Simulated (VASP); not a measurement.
# MnF2 (P4_2/mnm) in VASP: single point with PBE+U

Aim: the single point of MnF2 with PBE+U.

Program: VASP 6.6.1. These are calculated values, not measurements. Logs are shortened: lines on timing, memory, paths and dates and some standing lists are left out, and cuts for length are marked.

## 1. The cell of the first run

It takes space group P4_2/mnm (No. 136, tetragonal). The conventional cell has a = 4.872 Å, b = 4.872 Å, c = 3.333 Å, α = 90.00°, β = 90.00°, γ = 90.00°. Within 2.8 Å of Mn (site symmetry mmm) lie 6 F at 2.10 to 2.14 Å. Within 2.8 Å of F (site symmetry m2m) lie 3 Mn at 2.10 to 2.14 Å and 1 F at 2.69 Å.

## 2. Single point, PBE+U, collinear spin, ferromagnetic start

INCAR

```
ALGO = Normal ; EDIFF = 1E-6
ENCUT = 520 ; GGA = PE
ISIF = 2 ; ISMEAR = 0
ISPIN = 2 ; LASPH = True
LCHARG = False ; LDAU = True
LDAUJ = 0 0 ; LDAUL = 2 -1
LDAUPRINT = 1 ; LDAUTYPE = 2
LDAUU = 3.9 0 ; LMAXMIX = 4
LORBIT = 11 ; LREAL = False
LWAVE = False ; MAGMOM = 4.66 4.66 0 0 0 0
NBANDS = 40 ; NELM = 150
PREC = Accurate ; SIGMA = 0.02
```

KPOINTS

```
k-points
0
Gamma
  6 6 8
```

POSCAR

```
MnF2
1.0
    4.8723968554      0.0000000000      0.0000000000
    0.0000000000      4.8723968554      0.0000000000
    0.0000000000      0.0000000000      3.3326699133
Mn F
2 4
Direct
    0.5000000000      0.5000000000      0.5000000000
    0.0000000000      0.0000000000      0.0000000000
    0.6950909568      0.6950909568      0.0000000000
    0.8049090432      0.1950909568      0.5000000000
    0.3049090432      0.3049090432      0.0000000000
    0.1950909568      0.8049090432      0.5000000000
```

Potentials or basis: VASP PAW PBE potentials, release 64 (Mn_pv, F).

Started as:

```console
cat potpaw_PBE.64/Mn_pv/POTCAR potpaw_PBE.64/F/POTCAR > POTCAR
mpirun -np 1 vasp_std > vasp.out
```

OUTCAR:

```text
EDIFF = 1E-6
   ENCUT = 520
   GGA = PE
   ISIF = 2
   ISMEAR = 0
   ISPIN = 2
   LASPH = True
   LORBIT = 11
   LREAL = False
   NELM = 150
   PREC = Accurate

 ion  position               nearest neighbor table
   1  0.500  0.500  0.500-   4 2.10   6 2.10   5 2.14   3 2.14   3 2.14   5 2.14
   2  0.000  0.000  0.000-   3 2.10   5 2.10   4 2.14   6 2.14   4 2.14   6 2.14
   3  0.695  0.695  0.000-   2 2.10   1 2.14   1 2.14
   4  0.805  0.195  0.500-   1 2.10   2 2.14   2 2.14
   5  0.305  0.305  0.000-   2 2.10   1 2.14   1 2.14
   6  0.195  0.805  0.500-   1 2.10   2 2.14   2 2.14

  LATTYP: Found a simple tetragonal cell.
 ALAT       =     4.8723968554
 C/A-ratio  =     0.6839898334

  Lattice vectors:

 A1 = (   4.8723968554,   0.0000000000,   0.0000000000)
 A2 = (   0.0000000000,   4.8723968554,   0.0000000000)
 A3 = (   0.0000000000,   0.0000000000,   3.3326699133)

Analysis of symmetry for initial positions (statically):
=====================================================================
 Subroutine PRICEL returns:
 Original cell was already a primitive cell.

 Routine SETGRP: Setting up the symmetry group for a
 simple tetragonal supercell.

 Subroutine GETGRP returns: Found 16 space group operations
 (whereof  8 operations were pure point group operations)
 out of a pool of 16 trial point group operations.

The static configuration has the point symmetry D_2h.
 The point group associated with its full space group is D_4h.

Analysis of symmetry for dynamics (positions and initial velocities):
=====================================================================
 Subroutine PRICEL returns:
 Original cell was already a primitive cell.

 Routine SETGRP: Setting up the symmetry group for a
 simple tetragonal supercell.

 Subroutine GETGRP returns: Found 16 space group operations
 (whereof  8 operations were pure point group operations)
 out of a pool of 16 trial point group operations.

The dynamic configuration has the point symmetry D_2h.
 The point group associated with its full space group is D_4h.

Analysis of structural, dynamic, and magnetic symmetry:
=====================================================================
 Subroutine PRICEL returns:
 Original cell was already a primitive cell.

 Routine SETGRP: Setting up the symmetry group for a
 simple tetragonal supercell.

 Subroutine GETGRP returns: Found 16 space group operations
[... 218 lines left out ...]
  o =  0.9489  v =  0.0000  0.7071  0.0000  0.7071 -0.0000  0.0000  0.0000  0.0000  0.0000  0.0000      0.0000  0.0000  0.0000  0.0000  0.0000  0.0000  0.0000  0.0000  0.0000  0.0000
  o =  0.9812  v =  0.0000  0.7071  0.0000 -0.7071 -0.0000  0.0000  0.0000  0.0000  0.0000  0.0000      0.0000  0.0000  0.0000  0.0000  0.0000  0.0000  0.0000  0.0000  0.0000  0.0000
  o =  0.9855  v = -0.7890  0.0000  0.6144  0.0000  0.0000  0.0000  0.0000  0.0000  0.0000  0.0000      0.0000  0.0000  0.0000  0.0000  0.0000  0.0000  0.0000  0.0000  0.0000  0.0000

 number of electron      54.0000025 magnetization      10.0000018

 Free energy of the ion-electron system (eV)
  ---------------------------------------------------
  ext. energy  EPLUGINS =         0.00000000
  ---------------------------------------------------
  free energy    TOTEN  =       -37.85471611 eV

  energy without entropy =      -37.85471611  energy(sigma->0) =      -37.85471611

 E-fermi :   2.3473     XC(G=0):  -9.7023

 val. band max:        2.0757798113   @ k =   0.0000   0.0000   0.0000
 cond. band min:       4.4843935578   @ k =   0.0000   0.0000   0.0000
 fundamental gap:      2.4086137465
 Fermi energy:         2.3472829490

 spin component 1

 k-point     1 :       0.0000    0.0000    0.0000
  band No.  band energies     occupation
      1     -46.8412      1.00000
      2     -46.8412      1.00000
      3     -46.7772      1.00000
      4     -46.7772      1.00000
      5     -46.7765      1.00000
      6     -46.7746      1.00000
[... 2009 lines left out ...]
     38      14.4127      0.00000
     39      15.1007      0.00000

 [... further k-points ...]

 [bands above 39 left out]

------------------------ aborting loop because EDIFF is reached ----------------------------------------

  FORCE on cell =-STRESS in cart. coord.  units (eV):
  Direction    XX          YY          ZZ          XY          YZ          ZX
  --------------------------------------------------------------------------------------
  -------------------------------------------------------------------------------------
  Total        2.0693752      2.0693752      1.9511208      0.0000000      0.0000000      0.0000000
  in kB       41.9056154     41.9056154     39.5109190      0.0000000      0.0000000      0.0000000
  external PRESSURE =      41.1073833 kB  Pullay stress =       0.0000000 kB

 VOLUME and BASIS-vectors are now :
 -----------------------------------------------------------------------------
  energy-cutoff  :      520.00
  volume of cell :       79.12
      direct lattice vectors                 reciprocal lattice vectors
     4.872396855  0.000000000  0.000000000     0.205237798  0.000000000  0.000000000
     0.000000000  4.872396855  0.000000000     0.000000000  0.205237798  0.000000000
     0.000000000  0.000000000  3.332669913     0.000000000  0.000000000  0.300059720

 POSITION                                       TOTAL-FORCE (eV/Angst)
 -----------------------------------------------------------------------------------
      2.43620      2.43620      1.66633         0.000000      0.000000     -0.000000
      0.00000      0.00000      0.00000         0.000000      0.000000     -0.000000
      3.38676      3.38676      0.00000         0.001421      0.001421      0.000000
      3.92184      0.95056      1.66633        -0.001421      0.001421      0.000000
      1.48564      1.48564      0.00000        -0.001421     -0.001421     -0.000000
      0.95056      3.92184      1.66633         0.001421     -0.001421     -0.000000
 -----------------------------------------------------------------------------------
    total drift:                                0.000000      0.000000      0.000000

  FREE ENERGIE OF THE ION-ELECTRON SYSTEM (eV)
  ---------------------------------------------------
  free  energy   TOTEN  =       -37.8547161124 eV

  energy  without entropy=      -37.8547161124  energy(sigma->0) =      -37.85471611

 total charge

# of ion       s       p       d       tot
------------------------------------------
    1        0.163   6.145   4.947  11.255
    2        0.163   6.145   4.947  11.255
    3        1.734   4.378   0.000   6.111
    4        1.734   4.378   0.000   6.111
    5        1.734   4.378   0.000   6.111
    6        1.734   4.378   0.000   6.111
--------------------------------------------------
tot          7.261  29.801   9.894  46.956

 magnetization (x)

# of ion       s       p       d       tot
------------------------------------------
    1        0.024   0.021   4.644   4.689
    2        0.024   0.021   4.644   4.689
    3        0.007   0.051   0.000   0.057
    4        0.007   0.051   0.000   0.057
    5        0.007   0.051   0.000   0.057
    6        0.007   0.051   0.000   0.057
--------------------------------------------------
tot          0.074   0.246   9.288   9.609
```

stdout:

```text
POSCAR found type information on POSCAR MnF
 POSCAR found :  2 types and       6 ions
 scaLAPACK will be used
 LDA part: xc-table for (Slater+PW92), standard interpolation
 POSCAR, INCAR and KPOINTS ok, starting setup
 FFT: planning ... GRIDC
 FFT: planning ... GRID_SOFT
 FFT: planning ... GRID
 WAVECAR not read
 entering main loop
```

Wall time 4.1 min (1 thread of Intel Xeon 6975P-C, shared host); peak memory 0.36 GiB.

Results:

- Free energy: -37.8547 eV
- Pressure: 4.1 GPa
- Band gap on the k mesh: 2.41 eV, direct
- Net moment: 10.00 μB per cell
- Site moments: Mn +4.69; F +0.06 μB
- Valence electrons inside the program's atomic spheres: Mn 11.26; F 6.11

Forces in eV/Å, atoms in the order of the input:
```
Mn   0.000  0.000  0.000
Mn   0.000  0.000  0.000
F    0.001  0.001  0.000
F   -0.001  0.001  0.000
F   -0.001 -0.001  0.000
F    0.001 -0.001  0.000
```

Eigenvalues of the final occupation matrices:
```
    site  spin  trace               eigenvalues
site 1 d     1   4.81  0.95 0.95 0.95 0.98 0.99
site 1 d     2   0.16  0.01 0.01 0.01 0.06 0.06
site 2 d     1   4.81  0.95 0.95 0.95 0.98 0.99
site 2 d     2   0.16  0.01 0.01 0.01 0.06 0.06
```

Caveat: only a ferromagnetic start was run, and an antiferromagnetic order may lie lower in energy. The state reached can hang on the start; a lower one may exist.
